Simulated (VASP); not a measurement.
# BN: single point with PBEsol

Crystal: BN.

```
N B
1.0
     0.00000    3.49532    2.16609
     1.25163    0.00000    2.16609
     1.25163    3.49532    0.00000
N B
1 1
Direct
  0.66665 0.66665 0.33335
  0.00005 0.00005 0.99995
```

```yaml
Program: VASP 6.6.1
Task: single point
Functional: PBEsol
Potentials_or_basis: VASP PAW PBE potentials, release 64 (N, B)
Cutoff: 520 eV
k_mesh: 13 × 13 × 13
Occupations: fermi-dirac, width 0.05 eV
Spin: no spin polarisation
Dipole_correction: no
Further_INCAR_settings: ALGO = Normal; EDIFF = 1e-07; NBANDS = 11
```

The pressure is 0.9 GPa. The largest force is 0.010 eV/Å and the band gap on the k mesh is 3.79 eV, indirect (least direct gap 4.59 eV).

Forces on the atoms (eV/Å):
```
N    0.000  0.000 -0.010
B    0.000  0.000  0.010
```

Stress tensor (GPa, compression positive):
```
1.23 0.00 0.00
0.00 0.07 0.00
0.00 0.00 1.27
```

Levels at points of the mesh, in eV from the valence-band top:
```csv
k point,band 1,band 2,band 3,band 4,band 5,band 6,band 7,band 8
"(0.00, 0.00, 0.00)",-17.83,-4.51,-1.40,-1.39,4.67,11.47,11.53,12.94
```

Wall time 3.1 min on 1 thread of AMD EPYC 7R13, with other jobs on the host, peak memory 0.16 GiB.

Caveat: the PAW data sets were made with another functional, which shifts forces and pressure a little. A hybrid or GW would open this gap; PBEsol tends to underestimate it.
